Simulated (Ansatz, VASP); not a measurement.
**SiC in VASP and in Ansatz**

INCAR

```
  PREC = Accurate
  ENCUT = 520
  EDIFF = 1E-7
  ISMEAR = 0
  SIGMA = 0.05
  LREAL = F
  LASPH = T
  NELM = 100
  ALGO = Normal
  ISIF = 2
  LWAVE = F
  LCHARG = F
  GGA = PS
  NBANDS = 11
```

The input KPOINTS:

```
Automatic mesh
0
Gamma
  10 10 10
```

File POSCAR:

```
SiC
1.0
    0.0000000000      2.1783895848      2.1783895848
    2.1783895848      0.0000000000      2.1783895848
    2.1783895848      2.1783895848      0.0000000000
Si C
1 1
Direct
   -0.0011779326      0.0035337978      0.0011779326
    0.7527543283      0.7417370152      0.7472456717
```

Input for Ansatz:

```yaml
crystal:
  lattice:
    - [0.0, 2.1783895848, 2.1783895848]
    - [2.1783895848, 0.0, 2.1783895848]
    - [2.1783895848, 2.1783895848, 0.0]
  atoms:
    - { symbol: Si, position: [-0.0011779326, 0.0035337978, 0.0011779326] }
    - { symbol: C, position: [0.7527543283, 0.7417370152, 0.7472456717] }
basis:
  ecutwfc: 520.0
kpoints:
  mp_grid: { grid: [10, 10, 10] }
hamiltonian:
  xc: pbesol
scf:
  occupations: { method: gaussian, width: 0.05 }
output:
  forces: true
  stress: true
  eigenvalues: true
```

Change from the starting cell: mode 4 frozen in at -0.024 Å and mode 5 at -0.012 Å (largest displacements).

Alike in both runs: task single point; functional PBEsol; k mesh 10 × 10 × 10; occupations gaussian, width 0.05 eV; no spin polarisation.

|  | VASP | Ansatz |
| --- | --- | --- |
| version | VASP 6.6.1 | Ansatz 0.2.0 |
| potentials or method | VASP PAW PBE potentials, release 64 (Si, C), cutoff 520 eV | scalar-relativistic, plane waves, PAW |
| valence electrons in the cell | 8 | 8 |

VASP gave:

- gap on the k mesh at the Fermi level (eV): 1.05
- least direct gap on the mesh (eV): 4.36
- pressure (GPa): 0.5
- traceless stress, the component that is largest in VASP (GPa): -2.29
- rms of the force components (eV/Å): 0.425

Question: Estimate Ansatz's values.

Answer: gap on the k mesh at the Fermi level (eV): 1.06; least direct gap on the mesh (eV): 4.37; pressure (GPa): 0.2; traceless stress, the component that is largest in VASP (GPa): -2.26; rms of the force components (eV/Å): 0.424.

VASP's potentials were made for PBE, not for PBEsol. Atom by atom the forces differ by 0.001 eV/Å (rms over components).
